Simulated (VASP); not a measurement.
Wanted: the native input for a VASP 6.6.1 run.

| Quantity | Value |
| --- | --- |
| Task | single point |
| Functional | PBE |
| Potentials or basis | VASP PAW PBE potentials, release 64 (Hg) |
| Cutoff | 520 eV |
| k mesh | 9 × 9 × 1 |
| Occupations | gaussian, width 0.1 eV |
| Spin | no spin polarisation |
| Dipole correction | yes |
| Further INCAR settings | ALGO = Normal; EDIFF = 1e-06; NBANDS = 45 |

The structure of Hg lies in POSCAR:

```
Hg
1.0
    3.4133030300      0.0000000000      0.0000000000
    1.6998548000      3.0241256600      0.0000000000
    0.0000000000      0.0000000000     30.7478178844
Hg
6
Direct
    0.6515596900      0.1957718400      0.2764423814
    0.3484403100      0.8042281600      0.3658654289
    0.6515596900      0.1957718400      0.4552884763
    0.3329362496      0.8324678602      0.5483332896
    0.6648917330      0.1717357952      0.6415681100
    0.3394350167      0.8204985692      0.7360934120
```

These files were run (other wordings do the same):

INCAR

```
PREC = Accurate
ENCUT = 520
EDIFF = 1E-6
ISMEAR = 0
SIGMA = 0.1
LREAL = F
LASPH = T
NELM = 60
ALGO = Normal
ISIF = 2
LWAVE = F
LCHARG = F
LDIPOL = T
IDIPOL = 3
DIPOL = 0.5 0.5 0.504
GGA = PE
NBANDS = 45
```

KPOINTS

```
Automatic mesh
0
Gamma
  9 9 1
```

Potentials or basis: VASP PAW PBE potentials, release 64 (Hg).

The run is started by

```sh
$ cat potpaw_PBE.64/Hg/POTCAR > POTCAR
$ mpirun -np 1 vasp_std > vasp.out
```

Results of the run:

The largest force is 0.097 eV/Å. The band gap on the k mesh is 0.38 eV (least direct gap 1.26 eV).

Caveat: spin-orbit coupling is left out, which moves the levels of the heavy elements.

It took 18 min on 1 thread of Intel Xeon 8259CL, with other jobs on the host, peak memory 0.71 GiB.
